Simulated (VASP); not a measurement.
Pt:

```
Pt
1.0
    -1.58422    1.58422    1.58422
     1.58422   -1.58422    1.58422
     1.58422    1.58422   -1.58422
Pt
1
Direct
  0.00000 0.00000 0.00000
```

This isn't the form of Pt at room conditions, which is fcc.

- Program: VASP 6.6.1
- Task: relaxation of cell and atoms
- Functional: BLYP
- Potentials or basis: VASP PAW PBE potentials, release 64 (Pt_sv_GW)
- Cutoff: 570 eV
- k mesh: 12 × 12 × 12
- Occupations: fermi-dirac, width 0.05 eV
- Spin: no spin polarisation

At the start: pressure 12.1 GPa; volume 15.90 Å³/atom.

Task: How do energy, volume and symmetry change on relaxing?

Result: Over 4 steps the energy falls by 30.1 meV/atom and the volume is 16.74 Å³/atom (+5.3 %); space group Im-3m (No. 229, to 0.1 Å) before and after.

Step by step:
```tsv
step	energy change (eV)	largest force (eV/Å)	pressure (GPa)	volume (Å³)
1	0.0000	0.0000	12.12	15.90
2	0.1008	0.0000	-17.56	18.84
3	-0.0300	0.0000	-0.45	16.78
4	-0.0301	0.0000	-0.03	16.74
```

Final structure:
```xyz
1
Lattice="-1.6116 1.6116 1.6116 1.6116 -1.6116 1.6116 1.6116 1.6116 -1.6116" Properties=species:S:1:pos:R:3 pbc="T T T"
Pt    0.0000    0.0000    0.0000
```

Caveat: the PAW data sets were made with another functional, which shifts forces and pressure a little.
